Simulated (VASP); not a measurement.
Wanted: the native input for a VASP 6.6.1 run.

```yaml
Task: relaxation of cell and atoms
Functional: PBE
Potentials_or_basis: VASP PAW PBE potentials, release 64 (Te)
Cutoff: 600 eV
k_mesh: 6 × 4 × 4
Occupations: gaussian, width 0.2 eV
Spin: no spin polarisation
Dipole_correction: no
Further_INCAR_settings: ALGO = Normal; EDIFF = 1e-06; IBRION = 2; EDIFFG = -0.025; NSW = 80; ISIF = 3
```

The structure of Te lies in POSCAR:

```
Te
1.0
   -2.2932151828      2.2572934841      0.0230553290
    0.0891772837      0.0247196629     -6.3226869279
   -4.5834817257     -4.5116413450      0.0815279011
Te
4
Direct
    0.4814159195      0.7508530159      0.7441083557
    0.5168757072      0.2480117992      0.7547502924
    0.4896111984      0.7562022090      0.2561228179
    0.5120971749      0.2449329759      0.2450185339
```

One way to write it, as run:

INCAR

```
ALGO     = Normal         # electronic algorithm
EDIFF    = 1E-6           # SCF threshold, eV
EDIFFG   = -0.025         # ionic threshold
ENCUT    = 600            # plane-wave cutoff, eV
GGA      = PE             # functional
IBRION   = 2              # ionic algorithm
ISIF     = 3              # what is computed and relaxed
ISMEAR   = 0              # smearing method
LASPH    = T              # aspherical terms in the spheres
LCHARG   = F              # write CHGCAR
LREAL    = F              # projectors in reciprocal space
LWAVE    = F              # write WAVECAR
NELM     = 60             # most SCF steps
NSW      = 80             # ionic steps
PREC     = Accurate       # precision mode
SIGMA    = 0.2            # smearing width, eV
```

KPOINTS

```
k-points
0
Gamma
  6 4 4
```

Potentials or basis: VASP PAW PBE potentials, release 64 (Te).

Launch:

```console
$ cat potpaw_PBE.64/Te/POTCAR > POTCAR
$ mpirun -np 1 vasp_std > vasp.out
```

It gave:

```json
{"Relaxed volume": "33.24 Å³/atom", "Relaxed cell": "a = 3.367 Å, b = 6.180 Å, c = 6.390 Å, α = 89.64°, β = 89.73°, γ = 90.02°", "Space group after relaxing (to 0.1 Å)": "Pmmm (No. 47)", "Energy gained by relaxing": "29.1 meV/atom", "Ionic steps": "16", "Pressure after relaxing": "-0.1 GPa", "Largest force after relaxing": "0.021 eV/Å"}
```

Caveat: the highest band is partly filled, so the run has too few bands.

Wall time 7.5 min on 1 thread of Intel(R) Xeon(R) 6975P-C (Granite Rapids), with other jobs on the host, peak memory 0.34 GiB.
